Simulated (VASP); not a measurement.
A run of VASP 6.6.1:

File INCAR:

```
PREC = Accurate
ENCUT = 600
EDIFF = 1E-6
ISMEAR = -1
SIGMA = 0.08
LREAL = False
LASPH = True
NELM = 120
ALGO = Normal
ISIF = 2
LWAVE = False
LCHARG = False
GGA = PE
NBANDS = 15
GGA_COMPAT = False
```

The input KPOINTS:

```
regular mesh
0
Gamma
  15 15 15
```

File POSCAR:

```
TaN
1.0
    2.6102494539      0.0000000000      0.0000000000
    0.0000000000      2.6102494539      0.0000000000
    0.0000000000      0.0000000000      2.6102494539
Ta N
1 1
Direct
    0.0000000000      0.0000000000      0.0000000000
    0.5000000000      0.5000000000      0.5000000000
```

Potentials or basis: VASP PAW PBE potentials, release 64 (Ta_pv, N).

The run is started by

```console
$ cat potpaw_PBE.64/Ta_pv/POTCAR potpaw_PBE.64/N/POTCAR > POTCAR
$ mpirun -np 1 vasp_std > vasp.out
```

Hardware: 1 thread of Intel Xeon 8259CL, on a shared host.

Task: Estimate the wall time of this run.

Result: It took 21 s on 1 thread of Intel Xeon 8259CL (shared host), peak memory 0.17 GiB. Counts: scf iterations 12, k points 120.
